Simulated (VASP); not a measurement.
Wanted: the native input for a VASP 6.6.1 run.

```
Task                   : single point
Functional             : PBE
Potentials or basis    : VASP PAW PBE potentials, release 64 (Ga_d, N)
Cutoff                 : 520 eV
k mesh                 : 3 × 3 × 3
Occupations            : gaussian, width 0.01 eV
Spin                   : no spin polarisation
Dipole correction      : no
Further INCAR settings : LREAL = Auto; ALGO = Normal; EDIFF = 1e-07; NBANDS = 186
```

The structure of GaN lies in POSCAR:

```
GaN
1.0
    0.0000000000      5.5743817777     -5.2431684676
    4.8275562299     -2.7871908889     -5.2431684676
   -4.8275562299     -2.7871908889     -5.2431684676
Ga N
18 18
Direct
    0.9447328218      0.2780661551      0.2780661551
    0.2780661551      0.9447328218      0.2780661551
    0.9447328218      0.6113994884      0.9447328218
    0.6113994884      0.6113994884      0.2780661551
    0.2780661551      0.2780661551      0.9447328218
    0.9447328218      0.9447328218      0.6113994884
    0.6113994884      0.9447328218      0.9447328218
    0.2780661551      0.6113994884      0.6113994884
    0.6113994884      0.2780661551      0.6113994884
    0.8891772662      0.8891772662      0.2225105995
    0.2225105995      0.5558439329      0.2225105995
    0.8891772662      0.2225105995      0.8891772662
    0.5558439329      0.2225105995      0.2225105995
    0.2225105995      0.8891772662      0.8891772662
    0.8891772662      0.5558439329      0.5558439329
    0.5558439329      0.5558439329      0.8891772662
    0.2225105995      0.2225105995      0.5558439329
    0.5558439329      0.8891772662      0.5558439329
    0.8191560671      0.1524894005      0.1524894005
    0.1524894005      0.8191560671      0.1524894005
    0.8191560671      0.4858227338      0.8191560671
    0.4858227338      0.4858227338      0.1524894005
    0.1524894005      0.1524894005      0.8191560671
    0.8191560671      0.8191560671      0.4858227338
    0.4858227338      0.8191560671      0.8191560671
    0.1524894005      0.4858227338      0.4858227338
    0.4858227338      0.1524894005      0.4858227338
    0.0969338449      0.0969338449      0.4302671782
    0.4302671782      0.7636005116      0.4302671782
    0.0969338449      0.4302671782      0.0969338449
    0.7636005116      0.4302671782      0.4302671782
    0.4302671782      0.0969338449      0.0969338449
    0.0969338449      0.7636005116      0.7636005116
    0.7636005116      0.7636005116      0.0969338449
    0.4302671782      0.4302671782      0.7636005116
    0.7636005116      0.0969338449      0.7636005116
```

These files were run (other wordings do the same):

INCAR

```
  PREC = Accurate
  ENCUT = 520
  EDIFF = 1E-7
  ISMEAR = 0
  SIGMA = 0.01
  LREAL = Auto
  LASPH = True
  NELM = 60
  ALGO = Normal
  ISIF = 2
  LWAVE = False
  LCHARG = False
  GGA = PE
  NBANDS = 186
```

KPOINTS

```
Automatic mesh
0
Gamma
  3 3 3
```

Potentials or basis: VASP PAW PBE potentials, release 64 (Ga_d, N).

Run with:

```bash
$ cat potpaw_PBE.64/Ga_d/POTCAR potpaw_PBE.64/N/POTCAR > POTCAR
$ mpirun -np 1 vasp_std > vasp.out
```

It gave:

The pressure is 0.1 GPa. The band gap on the k mesh is 1.72 eV.

Wall time 13 min on 1 thread of Intel(R) Xeon(R) 6975P-C (Granite Rapids), with other jobs on the host, peak memory 0.66 GiB.
